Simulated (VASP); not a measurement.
A run of VASP 6.6.1 is set up as follows.

Contents of INCAR:

```
ALGO     = Normal         # electronic algorithm
EDIFF    = 1E-6           # SCF threshold, eV
ENCUT    = 520            # plane-wave cutoff, eV
GGA      = PE             # functional
ISIF     = 2              # what is computed and relaxed
ISMEAR   = -1             # smearing method
LASPH    = T              # aspherical terms in the spheres
LCHARG   = F              # write CHGCAR
LREAL    = F              # projectors in reciprocal space
LWAVE    = F              # write WAVECAR
NBANDS   = 18             # bands
NELM     = 100            # most SCF steps
PREC     = Accurate       # precision mode
SIGMA    = 0.05           # smearing width, eV
```

KPOINTS

```
k-points
0
Gamma
  13 13 7
```

POSCAR

```
La
1.0
    3.7723445511      0.0000000000      0.0000000000
   -1.8861722756      3.2669462131      0.0000000000
    0.0000000000      0.0000000000      6.1014242365
La
2
Direct
    0.3333333333      0.6666666667      0.2500000000
    0.6666666667      0.3333333333      0.7500000000
```

Potentials or basis: VASP PAW PBE potentials, release 64 (La).

The run is started by

```sh
$ cat potpaw_PBE.64/La/POTCAR > POTCAR
$ mpirun -np 1 vasp_std > vasp.out
```

(1) Estimate the band gap on the k mesh.

(2) Estimate the pressure.

Answers

(1) zero (band 11 reaches 8.84 eV, above the bottom of band 12 at 7.52 eV).

(2) 0.1 GPa.

Caveat: spin-orbit coupling is left out, which moves the levels of the heavy elements.
